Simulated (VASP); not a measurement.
# FeNi3 (Pm-3m) in VASP: notebook

FeNi3 is run at these levels: PBE; tasks: single point.

All numbers are computed with VASP 6.6.1; they aren't measurements. Logs are shortened: lines on timing, memory, paths and dates and some standing lists are left out, and cuts for length are marked.

## Step 1: The cell of the first run

Symmetry: Pm-3m, No. 221, cubic system. Conventional cell: a = 3.544 Å, b = 3.544 Å, c = 3.544 Å, α = 90.00°, β = 90.00°, γ = 90.00°. Fe (site symmetry m-3m) has 12 Ni at 2.51 Å within 3.3 Å. Within 3.3 Å of Ni (site symmetry 4/mmm) lie 4 Fe at 2.51 Å and 8 Ni at 2.51 Å.

## Step 2: Single point, PBE, collinear spin, ferromagnetic start

Contents of INCAR:

```
PREC     = Accurate       # precision mode
ENCUT    = 520            # plane-wave cutoff, eV
EDIFF    = 1E-6           # SCF threshold, eV
ISMEAR   = 0              # smearing method
SIGMA    = 0.1            # smearing width, eV
LREAL    = F              # projectors in reciprocal space
LASPH    = T              # aspherical terms in the spheres
NELM     = 150            # most SCF steps
ALGO     = Fast           # electronic algorithm
ISIF     = 2              # what is computed and relaxed
LWAVE    = F              # write WAVECAR
LCHARG   = F              # write CHGCAR
ISPIN    = 2              # spin polarisation
MAGMOM   = 3.2 0.75 0.75 0.75 # initial moments
LORBIT   = 11             # projections on sites
LMAXMIX  = 4              # l up to which the mixer works
GGA      = PE             # functional
NBANDS   = 31             # bands
```

Contents of KPOINTS:

```
Automatic mesh
0
Gamma
  12 12 12
```

Contents of POSCAR:

```
FeNi3
1.0
    3.5437047392      0.0000000000      0.0000000000
    0.0000000000      3.5437047392      0.0000000000
    0.0000000000      0.0000000000      3.5437047392
Fe Ni
1 3
Direct
    0.0000000000      0.0000000000      0.0000000000
    0.0000000000      0.5000000000      0.5000000000
    0.5000000000      0.5000000000      0.0000000000
    0.5000000000      0.0000000000      0.5000000000
```

Potentials or basis: VASP PAW PBE potentials, release 64 (Fe, Ni).

Command:

```sh
$ cat potpaw_PBE.64/Fe/POTCAR potpaw_PBE.64/Ni/POTCAR > POTCAR
$ mpirun -np 1 vasp_std > vasp.out
```

OUTCAR:

```text
PREC = Accurate
   ENCUT = 520
   EDIFF = 1E-6
   ISMEAR = 0
   LREAL = F
   LASPH = T
   NELM = 150
   ISIF = 2
   ISPIN = 2
   LORBIT = 11
   GGA = PE

 ion  position               nearest neighbor table
   1  0.000  0.000  0.000-   2 2.51   3 2.51   4 2.51   2 2.51   4 2.51   2 2.51   3 2.51   2 2.51
                             3 2.51   4 2.51   4 2.51   3 2.51
   2  0.000  0.500  0.500-   1 2.51   3 2.51   4 2.51   1 2.51   3 2.51   1 2.51   4 2.51   1 2.51
                             3 2.51   4 2.51   3 2.51   4 2.51
   3  0.500  0.500  0.000-   1 2.51   2 2.51   4 2.51   2 2.51   4 2.51   1 2.51   4 2.51   4 2.51
                             1 2.51   2 2.51   2 2.51   1 2.51
   4  0.500  0.000  0.500-   1 2.51   2 2.51   3 2.51   1 2.51   3 2.51   2 2.51   3 2.51   3 2.51
                             1 2.51   2 2.51   1 2.51   2 2.51

  LATTYP: Found a simple cubic cell.
 ALAT       =     3.5437047392

  Lattice vectors:

 A1 = (   3.5437047392,   0.0000000000,   0.0000000000)
 A2 = (   0.0000000000,   3.5437047392,   0.0000000000)
 A3 = (   0.0000000000,   0.0000000000,   3.5437047392)

Analysis of symmetry for initial positions (statically):
=====================================================================
 Subroutine PRICEL returns:
 Original cell was already a primitive cell.

 Routine SETGRP: Setting up the symmetry group for a
 simple cubic supercell.

 Subroutine GETGRP returns: Found 48 space group operations
 (whereof 48 operations were pure point group operations)
 out of a pool of 48 trial point group operations.

The static configuration has the point symmetry O_h .

Analysis of symmetry for dynamics (positions and initial velocities):
=====================================================================
 Subroutine PRICEL returns:
 Original cell was already a primitive cell.

 Routine SETGRP: Setting up the symmetry group for a
 simple cubic supercell.

 Subroutine GETGRP returns: Found 48 space group operations
 (whereof 48 operations were pure point group operations)
 out of a pool of 48 trial point group operations.

The dynamic configuration has the point symmetry O_h .

Analysis of structural, dynamic, and magnetic symmetry:
=====================================================================
 Subroutine PRICEL returns:
 Original cell was already a primitive cell.

 Routine SETGRP: Setting up the symmetry group for a
 simple cubic supercell.

 Subroutine GETGRP returns: Found 48 space group operations
 (whereof 48 operations were pure point group operations)
 out of a pool of 48 trial point group operations.

The overall configuration has the point symmetry O_h .

 Subroutine INISYM returns: Found 48 space group operations
 (whereof 48 operations are pure point group operations),
 and found     1 'primitive' translations

----------------------------------------------------------------------------------------

                                     Primitive cell

  volume of cell :      44.5013

  direct lattice vectors                    reciprocal lattice vectors
     3.543704739  0.000000000  0.000000000     0.282190553  0.000000000  0.000000000
     0.000000000  3.543704739  0.000000000     0.000000000  0.282190553  0.000000000
     0.000000000  0.000000000  3.543704739     0.000000000  0.000000000  0.282190553

  length of vectors
     3.543704739  3.543704739  3.543704739     0.282190553  0.282190553  0.282190553

  position of ions in fractional coordinates (direct lattice)
     0.000000000  0.000000000  0.000000000
     0.000000000  0.500000000  0.500000000
     0.500000000  0.500000000  0.000000000
     0.500000000  0.000000000  0.500000000

  ion indices of the primitive-cell ions
   primitive index   ion index
                 1           1
                 2           2
                 3           3
                 4           4

----------------------------------------------------------------------------------------

 KPOINTS: Automatic mesh

Automatic generation of k-mesh.
 Grid dimensions read from file:
 generate k-points for:   12   12   12

 Generating k-lattice:

  Cartesian coordinates                     Fractional coordinates (reciprocal lattice)
     0.023515879  0.000000000  0.000000000     0.083333333  0.000000000  0.000000000
     0.000000000  0.023515879  0.000000000     0.000000000  0.083333333  0.000000000
     0.000000000  0.000000000  0.023515879     0.000000000  0.000000000  0.083333333

  Length of vectors
     0.023515879  0.023515879  0.023515879

  Shift w.r.t. Gamma in fractional coordinates (k-lattice)
     0.000000000  0.000000000  0.000000000

 Subroutine IBZKPT returns following result:
 ===========================================

 Found     84 irreducible k-points:

 Following reciprocal coordinates:
            Coordinates               Weight
  0.000000  0.000000  0.000000      1.000000
  0.083333  0.000000  0.000000      6.000000
  0.166667  0.000000  0.000000      6.000000
  0.250000  0.000000  0.000000      6.000000
  0.333333  0.000000  0.000000      6.000000
  0.416667  0.000000  0.000000      6.000000
[... 16 lines left out ...]
  0.333333  0.333333  0.000000     12.000000
  0.416667  0.333333  0.000000     24.000000
 [... further k-points ...]
   k-points           NKPTS =     84   k-points in BZ     NKDIM =     84   number of bands    NBANDS=     31
   number of dos      NEDOS =    301   number of ions     NIONS =      4
   total plane-waves  NPLWV =  21952
   dimension x,y,z NGX =    28 NGY =   28 NGZ =   28
   dimension x,y,z NGXF=    56 NGYF=   56 NGZF=   56
   ions per type =               1   3
   NGX,Y,Z   is equivalent  to a cutoff of  13.14, 13.14, 13.14 a.u.
   NGXF,Y,Z  is equivalent  to a cutoff of  26.27, 26.27, 26.27 a.u.
 SYSTEM =  unknown system
   PREC   = accura    normal or accurate (medium, high low for compatibility)
   ISTART =      0    job   : 0-new  1-cont  2-samecut
   ICHARG =      2    charge: 1-file 2-atom 10-const
   ISPIN  =      2    spin polarized calculation?
   LNONCOLLINEAR =      F non collinear calculations
   LSORBIT =      F    spin-orbit coupling
   LASPH  =      T    aspherical Exc in radial PAW
   ENCUT  =  520.0 eV  38.22 Ry    6.18 a.u.   6.59  6.59  6.59*2*pi/ulx,y,z
   NELM   =    150;   NELMIN=  2; NELMDL= -5     # of ELM steps
   EDIFF  = 0.1E-05   stopping-criterion for ELM
   LREAL  =      F    real-space projection
   EDIFFG = 0.1E-04   stopping-criterion for IOM
   NSW    =      0    number of steps for IOM
   IBRION =     -1    ionic relax: 0-MD 1-quasi-New 2-CG
   NFREE  =      0    steps in history (QN), initial steepest desc. (CG)
   ISIF   =      2    stress and relaxation
   ISYM   =      2    0-nonsym 1-usesym 2-fastsym
   POTIM  = 0.5000    time-step for ionic-motion
   TEBEG  =    0.0;   TEEND  =   0.0 temperature during run
   PSTRESS=    0.0 pullay stress
   NELECT =      38.0000    total number of electrons
   NUPDOWN=      -1.0000    fix difference up-down
   EMIN   =  10.00;   EMAX   =-10.00  energy-range for DOS
   EFERMI =   0.00;   METHOD = LEGACY
   ISMEAR =     0;   SIGMA  =   0.10  broadening in eV -4-tet -1-fermi 0-gaus
   EFERMI_NEDOS =   21; number of points for ismear=-14 and -15
   IALGO  =     68    algorithm
   IMIX   =      4    mixing-type and parameters
     AMIX     =   0.40;   BMIX     =  1.00
     AMIX_MAG =   1.60;   BMIX_MAG =  1.00
  volume/ion in A,a.u.               =      11.13        75.08
  Fermi-wavevector in a.u.,A,eV,Ry     =   1.553144  2.935017 32.820756  2.412258
  Thomas-Fermi vector in A             =   2.657418
   LORBIT       =     11    0 simple, 1 ext, 2 COOP (PROOUT), +10 PAW based schemes
   GGA     = PE    functional components
   LHFCALC =     F    Hartree Fock is set to
   AEXX    =    0.0000 exact exchange contribution
   IVDW    =     0    specifies the selected vdW correction
   LEPSILON=     F    determine dielectric tensor
   LRPA    =     F    only Hartree local field effects (RPA)
 spin polarized calculation
 RMM-DIIS sequential band-by-band and
 Gauss-broadening in eV      SIGMA  =   0.10
  energy-cutoff  :      520.00
  volume of cell :       44.50
 maximum number of plane-waves:      1222
 NGX is ok and might be reduce to    28
   NGX = 13   NGY = 13   NGZ = 13

 number of electron      37.9999984 magnetization       4.7851119

 Free energy of the ion-electron system (eV)
  ---------------------------------------------------
  ext. energy  EPLUGINS =         0.00000000
  ---------------------------------------------------
  free energy    TOTEN  =       -25.00909249 eV

  energy without entropy =      -24.99421591  energy(sigma->0) =      -25.00165420

 E-fermi :   8.5836     XC(G=0): -13.1498

 val. band max:        8.5794103342   @ k =   0.4167   0.2500   0.2500
 cond. band min:       8.5947184182   @ k =   0.5000   0.3333   0.3333
 fundamental gap:      0.0153080840
 Fermi energy:         8.5836399276

 spin component 1

 k-point     1 :       0.0000    0.0000    0.0000
  band No.  band energies     occupation
      1      -0.4899      1.00000
      2       3.2880      1.00000
      3       3.2880      1.00000
      4       3.9601      1.00000
      5       4.0257      1.00000
      6       4.0257      1.00000
[... 23 lines left out ...]
     30      22.7813      0.00000
     31      23.2639      0.00000

 k-point     2 :       0.0833    0.0000    0.0000
  band No.  band energies     occupation
      1      -0.3998      1.00000
      2       3.3175      1.00000
      3       3.3304      1.00000
      4       3.9930      1.00000
      5       4.0527      1.00000
      6       4.0567      1.00000
[... 740 lines left out ...]
 k-point    24 :       0.4167    0.3333    0.0000
  band No.  band energies     occupation
      1       2.6947      1.00000
      2       3.8095      1.00000
      3       4.3516      1.00000
      4       4.6280      1.00000
      5       4.7908      1.00000
      6       4.8993      1.00000
[... 23 lines left out ...]
     30      22.2206      0.00000
     31      23.2741      0.00000

 [... further k-points ...]

 spin component 2

 k-point     1 :       0.0000    0.0000    0.0000
  band No.  band energies     occupation
      1      -0.4462      1.00000
      2       4.3326      1.00000
      3       4.3326      1.00000
      4       4.3384      1.00000
      5       5.0302      1.00000
      6       5.0302      1.00000
[... 23 lines left out ...]
     30      22.7172      0.00000
     31      23.6268      0.00000

 k-point     2 :       0.0833    0.0000    0.0000
  band No.  band energies     occupation
      1      -0.3560      1.00000
      2       4.3309      1.00000
      3       4.3834      1.00000
      4       4.3863      1.00000
      5       5.0604      1.00000
      6       5.0605      1.00000
[... 740 lines left out ...]
 k-point    24 :       0.4167    0.3333    0.0000
  band No.  band energies     occupation
      1       2.8293      1.00000
      2       4.1864      1.00000
      3       5.0563      1.00000
      4       5.4602      1.00000
      5       5.7832      1.00000
      6       5.8779      1.00000
[... 23 lines left out ...]
     30      22.5530      0.00000
     31      23.6628      0.00000

 [... further k-points ...]

------------------------ aborting loop because EDIFF is reached ----------------------------------------

  FORCE on cell =-STRESS in cart. coord.  units (eV):
  Direction    XX          YY          ZZ          XY          YZ          ZX
  --------------------------------------------------------------------------------------
  -------------------------------------------------------------------------------------
  Total       -0.0321260     -0.0321260     -0.0321260      0.0000000     -0.0000000      0.0000000
  in kB       -1.1566295     -1.1566295     -1.1566295      0.0000000     -0.0000000      0.0000000
  external PRESSURE =      -1.1566295 kB  Pullay stress =       0.0000000 kB

 VOLUME and BASIS-vectors are now :
 -----------------------------------------------------------------------------
  energy-cutoff  :      520.00
  volume of cell :       44.50
      direct lattice vectors                 reciprocal lattice vectors
     3.543704739  0.000000000  0.000000000     0.282190553  0.000000000  0.000000000
     0.000000000  3.543704739  0.000000000     0.000000000  0.282190553  0.000000000
     0.000000000  0.000000000  3.543704739     0.000000000  0.000000000  0.282190553

 POSITION                                       TOTAL-FORCE (eV/Angst)
 -----------------------------------------------------------------------------------
      0.00000      0.00000      0.00000         0.000000      0.000000      0.000000
      0.00000      1.77185      1.77185         0.000000      0.000000      0.000000
      1.77185      1.77185      0.00000         0.000000      0.000000      0.000000
      1.77185      0.00000      1.77185         0.000000      0.000000      0.000000
 -----------------------------------------------------------------------------------
    total drift:                                0.000000      0.000000      0.000000

  FREE ENERGIE OF THE ION-ELECTRON SYSTEM (eV)
  ---------------------------------------------------
  free  energy   TOTEN  =       -25.0090924915 eV

  energy  without entropy=      -24.9942159141  energy(sigma->0) =      -25.00165420

 total charge

# of ion       s       p       d       tot
------------------------------------------
    1        0.474   0.503   6.112   7.089
    2        0.504   0.511   8.323   9.337
    3        0.504   0.511   8.323   9.337
    4        0.504   0.511   8.323   9.337
--------------------------------------------------
tot          1.985   2.034  31.081  35.101

 magnetization (x)

# of ion       s       p       d       tot
------------------------------------------
    1        0.012   0.002   2.892   2.906
    2       -0.015  -0.042   0.693   0.635
    3       -0.015  -0.042   0.693   0.635
    4       -0.015  -0.042   0.693   0.635
--------------------------------------------------
tot         -0.034  -0.125   4.971   4.811
```

Wall time 3.4 min (1 thread of Oxide Virtual Turin-like, shared host); peak memory 0.26 GiB.

Results:

| Quantity | Value |
| --- | --- |
| Free energy | -25.0091 eV |
| Pressure | -0.1 GPa |
| Net moment | 4.79 μB per cell |
| Site moments | Fe +2.91; Ni +0.64 μB |
| Valence electrons inside the program's atomic spheres | Fe 7.09; Ni 9.34 |

## Step 3: Single point, PBE, collinear spin, ferromagnetic start (equal strain along all axes, cell held: +6.0 %)

Contents of INCAR:

```
ALGO = Normal
EDIFF = 1E-6
ENCUT = 520
GGA = PE
ISIF = 2
ISMEAR = 0
ISPIN = 2
LASPH = True
LCHARG = False
LMAXMIX = 4
LORBIT = 11
LREAL = False
LWAVE = False
MAGMOM = 3.2 0.75 0.75 0.75
NBANDS = 31
NELM = 150
PREC = Accurate
SIGMA = 0.1
```

Contents of KPOINTS:

```
k-points
0
Gamma
  12 12 12
```

Contents of POSCAR:

```
FeNi3
1.0
    3.7563270235      0.0000000000      0.0000000000
    0.0000000000      3.7563270235      0.0000000000
    0.0000000000      0.0000000000      3.7563270235
Fe Ni
1 3
Direct
    0.0000000000      0.0000000000      0.0000000000
    0.0000000000      0.5000000000      0.5000000000
    0.5000000000      0.5000000000      0.0000000000
    0.5000000000      0.0000000000      0.5000000000
```

Potentials or basis: VASP PAW PBE potentials, release 64 (Fe, Ni).

Command:

```sh
$ cat potpaw_PBE.64/Fe/POTCAR potpaw_PBE.64/Ni/POTCAR > POTCAR
$ mpirun -np 1 vasp_std > vasp.out
```

It took 3.5 min on 1 thread of Oxide Virtual Turin-like, shared host; peak memory 0.28 GiB.

The run converged. Its results:

```
Free energy                                           : -24.3127 eV
Pressure                                              : -21.9 GPa
Net moment                                            : 5.07 μB per cell
Site moments                                          : Fe +3.10; Ni +0.69 μB
Valence electrons inside the program's atomic spheres : Fe 6.79; Ni 9.08
```

Levels at points of the mesh, in eV from the Fermi level:
Spin up:
| k point | band 20 | band 21 | band 22 | band 23 | band 24 | band 25 |
| --- | --- | --- | --- | --- | --- | --- |
| (0.00, 0.00, 0.00) | -0.72 | -0.72 | 2.13 | 2.13 | 2.13 | 7.36 |
| (0.50, 0.00, 0.00) | -0.98 | -0.93 | -0.72 | 6.51 | 6.51 | 6.60 |
| (0.50, 0.50, 0.00) | -1.31 | 0.33 | 0.37 | 0.43 | 0.43 | 9.83 |
| (0.50, 0.50, 0.50) | -0.83 | -0.25 | -0.25 | -0.25 | -0.02 | 4.25 |
Spin down:
```csv
k point,band 14,band 15,band 16,band 17,band 18,band 19
"(0.00, 0.00, 0.00)",0.26,0.26,0.26,0.86,0.86,1.03
"(0.50, 0.00, 0.00)",-0.71,-0.65,-0.32,-0.02,-0.02,0.26
"(0.50, 0.50, 0.00)",-0.94,-0.90,-0.62,-0.47,0.21,0.21
"(0.50, 0.50, 0.50)",-0.25,-0.25,-0.16,0.08,0.08,0.08
```

Caveat: the cell differs from its parent crystal (equal strain along all axes, cell held: +6.0 %).
